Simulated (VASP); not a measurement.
**Ir: single point with PBEsol**

Ir:

```xyz
2
Lattice="2.7772 0.0015 -0.0105 -1.3873 2.3908 -0.0125 -0.0170 -0.0333 4.4593" Properties=species:S:1:pos:R:3 pbc="T T T"
Ir    1.3345    0.9127    3.2900
Ir   -0.0418    1.4514    0.9063
```

```json
{
  "Program": "VASP 6.6.1",
  "Task": "single point",
  "Functional": "PBEsol",
  "Potentials or basis": "VASP PAW PBE potentials, release 64 (Ir)",
  "Cutoff": "500 eV",
  "k mesh": "8 × 8 × 5",
  "Occupations": "methfessel-paxton, width 0.1 eV",
  "Spin": "no spin polarisation",
  "Dipole correction": "no",
  "Further INCAR settings": "ALGO = Normal; EDIFF = 1e-06; NBANDS = 16"
}
```

| Quantity | Value |
| --- | --- |
| Pressure | -7.7 GPa |
| Largest force | 2.332 eV/Å |
| Band gap on the k mesh | zero (bands 9 and 10 overlap by 2.58 eV) |

Forces in eV/Å, atoms in the order of the input:
```
Ir  -0.045 -1.161 -2.021
Ir   0.045  1.161  2.021
```

Stress tensor (GPa, compression positive):
```
-13.74   0.12   0.69
  0.12 -10.61   6.27
  0.69   6.27   1.29
```

Levels at points of the mesh, in eV from the Fermi level:
```
           k point  band 6  band 7  band 8  band 9  band 10  band 11  band 12  band 13
(0.00, 0.00, 0.00)   -3.37   -2.79   -2.55   -1.19    -0.60    -0.53     1.17     6.59
(0.50, 0.00, 0.00)   -3.52   -2.90    0.45    0.50     1.07     3.07     3.78     8.00
(0.00, 0.50, 0.00)   -2.46   -2.06    0.69    0.91     1.27     2.11     4.80     6.90
(0.50, 0.50, 0.00)   -3.58   -2.85    0.45    0.51     1.07     3.08     3.80     8.16
```

Run time: 89 s on 1 thread of Intel Xeon 8259CL, with other jobs on the host, peak memory 0.19 GiB.

Caveat: the cell stands under tension; the PAW data sets were made with another functional, which shifts forces and pressure a little; spin-orbit coupling is left out, which moves the levels of the heavy elements.
